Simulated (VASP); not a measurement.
# Au (I4/mmm) in VASP: further runs

Runs on Au. Level: PBEsol. Tasks: single point.

Program: VASP 6.6.1. These are calculated values, not measurements. Logs are shortened: lines on timing, memory, paths and dates and some standing lists are left out, and cuts for length are marked.

## (1) The cell of the first run

The structure is tetragonal, space group I4/mmm (No. 139). The conventional cell has a = 3.232 Å, b = 3.232 Å, c = 3.480 Å, α = 90.00°, β = 90.00°, γ = 90.00°. Au (site symmetry 4/mmm) has 14 Au at 2.87 to 3.48 Å within 3.8 Å.

## (2) Single point, PBEsol (strain -0.025 along x and y, +0.050 along z)

INCAR reads:

```
SYSTEM = Au
ALGO = Normal
EDIFF = 1E-6
ENCUT = 520
GGA = PS
ISIF = 2
ISMEAR = 0
LASPH = .TRUE.
LCHARG = .TRUE.
LELF = .TRUE.
LREAL = .FALSE.
LVHAR = .TRUE.
LWAVE = .FALSE.
NBANDS = 12
NELM = 80
PREC = Accurate
SIGMA = 0.15
```

KPOINTS reads:

```
k-points
0
G
  20 20 20
  0 0 0
```

POSCAR reads:

```
Au
1.0
   -1.6158372750      1.6158372750      1.7401324500
    1.6158372750     -1.6158372750      1.7401324500
    1.6158372750      1.6158372750     -1.7401324500
Au
1
Direct
    0.0000000000      0.0000000000      0.0000000000
```

Potentials or basis: VASP PAW PBE potentials, release 64 (Au).

Command:

```
$ cat potpaw_PBE.64/Au/POTCAR > POTCAR
$ mpirun -np 1 vasp_std > vasp.out
```

OUTCAR:

```text
SYSTEM = Au
   EDIFF = 1E-6
   ENCUT = 520
   GGA = PS
   ISIF = 2
   ISMEAR = 0
   LASPH = .TRUE.
   LREAL = .FALSE.
   NELM = 80
   PREC = Accurate

 ion  position               nearest neighbor table
   1  0.000  0.000  0.000-

  LATTYP: Found a body centered tetragonal cell.
 ALAT       =     3.2316745500
 C/A-ratio  =     1.0769230769

  Lattice vectors:

 A1 = (  -1.6158372750,   1.6158372750,   1.7401324500)
 A2 = (   1.6158372750,  -1.6158372750,   1.7401324500)
 A3 = (   1.6158372750,   1.6158372750,  -1.7401324500)

Analysis of symmetry for initial positions (statically):
=====================================================================
 Subroutine PRICEL returns:
 Original cell was already a primitive cell.

 Routine SETGRP: Setting up the symmetry group for a
 body centered tetragonal supercell.

 Subroutine GETGRP returns: Found 16 space group operations
 (whereof 16 operations were pure point group operations)
 out of a pool of 16 trial point group operations.

The static configuration has the point symmetry D_4h.

Analysis of symmetry for dynamics (positions and initial velocities):
=====================================================================
 Subroutine PRICEL returns:
 Original cell was already a primitive cell.

 Routine SETGRP: Setting up the symmetry group for a
 body centered tetragonal supercell.

 Subroutine GETGRP returns: Found 16 space group operations
 (whereof 16 operations were pure point group operations)
 out of a pool of 16 trial point group operations.

The dynamic configuration has the point symmetry D_4h.

 Subroutine INISYM returns: Found 16 space group operations
 (whereof 16 operations are pure point group operations),
 and found     1 'primitive' translations

----------------------------------------------------------------------------------------

                                     Primitive cell

  volume of cell :      18.1735

  direct lattice vectors                    reciprocal lattice vectors
    -1.615837275  1.615837275  1.740132450     0.000000000  0.309437100  0.287334450
     1.615837275 -1.615837275  1.740132450     0.309437100  0.000000000  0.287334450
     1.615837275  1.615837275 -1.740132450     0.309437100  0.309437100  0.000000000

  length of vectors
     2.872267596  2.872267596  2.872267596     0.422270535  0.422270535  0.437610143

  position of ions in fractional coordinates (direct lattice)
     0.000000000  0.000000000  0.000000000
[... 77 lines left out ...]
   LREAL  =      F    real-space projection
   EDIFFG = 0.1E-04   stopping-criterion for IOM
   NSW    =      0    number of steps for IOM
   IBRION =     -1    ionic relax: 0-MD 1-quasi-New 2-CG
   NFREE  =      0    steps in history (QN), initial steepest desc. (CG)
   ISIF   =      2    stress and relaxation
   ISYM   =      2    0-nonsym 1-usesym 2-fastsym
   POTIM  = 0.5000    time-step for ionic-motion
   TEBEG  =    0.0;   TEEND  =   0.0 temperature during run
   PSTRESS=    0.0 pullay stress
   NELECT =      11.0000    total number of electrons
   NUPDOWN=      -1.0000    fix difference up-down
   EMIN   =  10.00;   EMAX   =-10.00  energy-range for DOS
   EFERMI =   0.00;   METHOD = LEGACY
   ISMEAR =     0;   SIGMA  =   0.15  broadening in eV -4-tet -1-fermi 0-gaus
   EFERMI_NEDOS =   21; number of points for ismear=-14 and -15
   IALGO  =     38    algorithm
   IMIX   =      4    mixing-type and parameters
     AMIX     =   0.40;   BMIX     =  1.00
     AMIX_MAG =   1.60;   BMIX_MAG =  1.00
  volume/ion in A,a.u.               =      18.17       122.64
  Fermi-wavevector in a.u.,A,eV,Ry     =   1.384820  2.616930 26.092238  1.917725
  Thomas-Fermi vector in A             =   2.509288
   LORBIT       =      0    0 simple, 1 ext, 2 COOP (PROOUT), +10 PAW based schemes
   GGA     = PS    functional components
   LHFCALC =     F    Hartree Fock is set to
   AEXX    =    0.0000 exact exchange contribution
   IVDW    =     0    specifies the selected vdW correction
   LEPSILON=     F    determine dielectric tensor
   LRPA    =     F    only Hartree local field effects (RPA)
 non-spin polarized calculation
 Gauss-broadening in eV      SIGMA  =   0.15
  energy-cutoff  :      520.00
  volume of cell :       18.17
 maximum number of plane-waves:       504
 NGX is ok and might be reduce to    24
   NGX = 11   NGY = 11   NGZ = 11

 number of electron      11.0000000 magnetization

 Free energy of the ion-electron system (eV)
  ---------------------------------------------------
  ext. energy  EPLUGINS =         0.00000000
  ---------------------------------------------------
  free energy    TOTEN  =        -3.87043249 eV

  energy without entropy =       -3.86660522  energy(sigma->0) =       -3.86851886

 E-fermi :   8.2792     XC(G=0): -12.5087

 val. band max:        8.2731478807   @ k =  -0.3500   0.4000   0.2000
 cond. band min:       8.2821300306   @ k =   0.5000   0.4500   0.0000
 fundamental gap:      0.0089821499
 Fermi energy:         8.2791925194

 k-point     1 :       0.0000    0.0000    0.0000
  band No.  band energies     occupation
      1      -1.0058      2.00000
      2       3.6168      2.00000
      3       3.6168      2.00000
      4       4.0318      2.00000
      5       5.2051      2.00000
      6       5.6761      2.00000
      7      23.9709      0.00000
      8      25.1126      0.00000
      9      25.1126      0.00000
     10      29.9850      0.00000
     11      32.2454      0.00000
     12      32.2542      0.00000
[... 331 lines left out ...]
 k-point    24 :      -0.3500    0.0500    0.0000
  band No.  band energies     occupation
      1       1.4186      2.00000
      2       3.1546      2.00000
      3       4.3835      2.00000
      4       5.0542      2.00000
      5       5.6786      2.00000
      6       5.9552      2.00000
      7      16.3994      0.00000
      8      22.0546      0.00000
      9      24.0999      0.00000
     10      28.2725      0.00000
     11      29.3513      0.00000
     12      30.0580      0.00000

 [... further k-points ...]
[... 5 lines left out ...]
  --------------------------------------------------------------------------------------
  -------------------------------------------------------------------------------------
  Total       -1.0828057     -1.0828057     -1.0260683      0.0000000      0.0000000      0.0000000
  in kB      -95.4604691    -95.4604691    -90.4584811      0.0000000      0.0000000      0.0000000
  external PRESSURE =     -93.7931398 kB  Pullay stress =       0.0000000 kB

 VOLUME and BASIS-vectors are now :
 -----------------------------------------------------------------------------
  energy-cutoff  :      520.00
  volume of cell :       18.17
      direct lattice vectors                 reciprocal lattice vectors
    -1.615837275  1.615837275  1.740132450     0.000000000  0.309437100  0.287334450
     1.615837275 -1.615837275  1.740132450     0.309437100  0.000000000  0.287334450
     1.615837275  1.615837275 -1.740132450     0.309437100  0.309437100  0.000000000

 POSITION                                       TOTAL-FORCE (eV/Angst)
 -----------------------------------------------------------------------------------
      0.00000      0.00000      0.00000         0.000000     -0.000000      0.000000
 -----------------------------------------------------------------------------------
    total drift:                               -0.000000      0.000000      0.000000

  FREE ENERGIE OF THE ION-ELECTRON SYSTEM (eV)
  ---------------------------------------------------
  free  energy   TOTEN  =        -3.8704324947 eV

  energy  without entropy=       -3.8666052196  energy(sigma->0) =       -3.86851886
```

It took 30 s on 1 thread of Intel Xeon 6975P-C (Granite Rapids), shared host; peak memory 0.25 GiB.

Results:

* Free energy: -3.8704 eV
* Pressure: -9.4 GPa

Caveat: the cell differs from its parent crystal (strain -0.025 along x and y, +0.050 along z); the PAW data sets were made with another functional, which shifts forces and pressure a little; spin-orbit coupling is left out, which moves the levels of the heavy elements.

## (3) Single point, PBEsol (strain +0.025 along x and y, -0.050 along z)

INCAR reads:

```
PREC = Accurate
ENCUT = 520
EDIFF = 1E-7
ISMEAR = 0
SIGMA = 0.15
LREAL = False
LASPH = True
NELM = 60
ALGO = Normal
ISIF = 2
LWAVE = False
LCHARG = True
GGA = PS
LELF = True
LVHAR = True
NBANDS = 12
```

KPOINTS reads:

```
Automatic mesh
0
Gamma
  20 20 20
```

POSCAR reads:

```
Au
1.0
   -1.6987007250      1.6987007250      1.5744055500
    1.6987007250     -1.6987007250      1.5744055500
    1.6987007250      1.6987007250     -1.5744055500
Au
1
Direct
    0.0000000000      0.0000000000      0.0000000000
```

Potentials or basis: VASP PAW PBE potentials, release 64 (Au).

Command:

```
$ cat potpaw_PBE.64/Au/POTCAR > POTCAR
$ mpirun -np 1 vasp_std > vasp.out
```

OUTCAR:

```text
PREC = Accurate
   ENCUT = 520
   EDIFF = 1E-7
   ISMEAR = 0
   LREAL = False
   LASPH = True
   NELM = 60
   ISIF = 2
   GGA = PS

 ion  position               nearest neighbor table
   1  0.000  0.000  0.000-

  LATTYP: Found a body centered tetragonal cell.
 ALAT       =     3.3974014500
 C/A-ratio  =     0.9268292683

  Lattice vectors:

 A1 = (  -1.6987007250,   1.6987007250,   1.5744055500)
 A2 = (   1.6987007250,  -1.6987007250,   1.5744055500)
 A3 = (   1.6987007250,   1.6987007250,  -1.5744055500)

Analysis of symmetry for initial positions (statically):
=====================================================================
 Subroutine PRICEL returns:
 Original cell was already a primitive cell.

 Routine SETGRP: Setting up the symmetry group for a
 body centered tetragonal supercell.

 Subroutine GETGRP returns: Found 16 space group operations
 (whereof 16 operations were pure point group operations)
 out of a pool of 16 trial point group operations.

The static configuration has the point symmetry D_4h.

Analysis of symmetry for dynamics (positions and initial velocities):
[... 161 lines left out ...]
 cond. band min:       8.3108765230   @ k =  -0.4000   0.4000   0.2500
 fundamental gap:      0.0318134532
 Fermi energy:         8.2842940413

 k-point     1 :       0.0000    0.0000    0.0000
  band No.  band energies     occupation
      1      -1.0061      2.00000
      2       3.4390      2.00000
      3       3.9144      2.00000
      4       3.9144      2.00000
      5       5.1533      2.00000
      6       5.7227      2.00000
      7      24.2484      0.00000
      8      24.2484      0.00000
      9      25.6839      0.00000
     10      30.7429      0.00000
     11      30.7429      0.00000
     12      32.4054      0.00000
[... 331 lines left out ...]
 k-point    24 :      -0.3500    0.0500    0.0000
  band No.  band energies     occupation
      1       1.5175      2.00000
      2       2.8866      2.00000
      3       4.4429      2.00000
      4       5.3939      2.00000
      5       5.5837      2.00000
      6       5.9871      2.00000
      7      17.2147      0.00000
      8      21.4712      0.00000
      9      23.0525      0.00000
     10      27.6797      0.00000
     11      28.4163      0.00000
     12      31.8726      0.00000

 [... further k-points ...]
[... 5 lines left out ...]
  --------------------------------------------------------------------------------------
  -------------------------------------------------------------------------------------
  Total       -1.0267301     -1.0267301     -1.1276416      0.0000000      0.0000000      0.0000000
  in kB      -90.5224985    -90.5224985    -99.4194393      0.0000000      0.0000000      0.0000000
  external PRESSURE =     -93.4881455 kB  Pullay stress =       0.0000000 kB

 VOLUME and BASIS-vectors are now :
 -----------------------------------------------------------------------------
  energy-cutoff  :      520.00
  volume of cell :       18.17
      direct lattice vectors                 reciprocal lattice vectors
    -1.698700725  1.698700725  1.574405550     0.000000000  0.294342607  0.317580181
     1.698700725 -1.698700725  1.574405550     0.294342607  0.000000000  0.317580181
     1.698700725  1.698700725 -1.574405550     0.294342607  0.294342607  0.000000000

 POSITION                                       TOTAL-FORCE (eV/Angst)
 -----------------------------------------------------------------------------------
      0.00000      0.00000      0.00000         0.000000      0.000000     -0.000000
 -----------------------------------------------------------------------------------
    total drift:                                0.000000      0.000000     -0.000000

  FREE ENERGIE OF THE ION-ELECTRON SYSTEM (eV)
  ---------------------------------------------------
  free  energy   TOTEN  =        -3.8714152298 eV

  energy  without entropy=       -3.8680196136  energy(sigma->0) =       -3.86971742
```

OSZICAR:

```text
N       E                     dE             d eps       ncg     rms          rms(c)
DAV:   1     0.476126908193E+02    0.47613E+02   -0.55304E+03 16120   0.810E+02
DAV:   2    -0.353102313290E+01   -0.51144E+02   -0.48030E+02 18224   0.182E+02
DAV:   3    -0.421779993217E+01   -0.68678E+00   -0.68596E+00 18252   0.204E+01
DAV:   4    -0.422014014231E+01   -0.23402E-02   -0.23401E-02 17584   0.137E+00
DAV:   5    -0.422015787724E+01   -0.17735E-04   -0.17735E-04 18220   0.115E-01    0.768E+00
DAV:   6    -0.389224315389E+01    0.32791E+00   -0.98811E-01 16464   0.771E+00    0.494E+00
DAV:   7    -0.387417053812E+01    0.18073E-01   -0.55697E-02 17864   0.183E+00    0.266E+00
DAV:   8    -0.387143004505E+01    0.27405E-02   -0.10973E-03 17040   0.298E-01    0.282E-01
DAV:   9    -0.387141167074E+01    0.18374E-04   -0.91347E-06 17004   0.271E-02    0.167E-02
DAV:  10    -0.387141525630E+01   -0.35856E-05   -0.13270E-06 17984   0.995E-03    0.419E-03
DAV:  11    -0.387141522983E+01    0.26476E-07   -0.70295E-08 11276   0.210E-03
   1 F= -.38714152E+01 E0= -.38697174E+01  d E =-.339562E-02
```

It took 31 s on 1 thread of Intel Xeon 6975P-C (Granite Rapids), shared host; peak memory 0.25 GiB.

Results:

- Free energy: -3.8714 eV
- Pressure: -9.3 GPa

Stress tensor (GPa, compression positive):
```
-9.05  0.00  0.00
 0.00 -9.05  0.00
 0.00  0.00 -9.94
```

Levels at points of the mesh, in eV from the Fermi level:
```tsv
k point	band 4	band 5	band 6	band 7	band 8	band 9
(0.00, 0.00, 0.00)	-4.37	-3.13	-2.56	15.96	15.96	17.40
(0.50, 0.00, 0.00)	-2.35	-1.42	-0.30	3.38	11.92	12.86
(0.50, 0.50, 0.00)	-2.78	-1.49	-0.73	2.77	13.03	14.58
(0.50, 0.50, 0.50)	-1.81	-1.66	5.46	5.46	7.64	8.69
```

Caveat: the cell differs from its parent crystal (strain +0.025 along x and y, -0.050 along z); the PAW data sets were made with another functional, which shifts forces and pressure a little; spin-orbit coupling is left out, which moves the levels of the heavy elements.
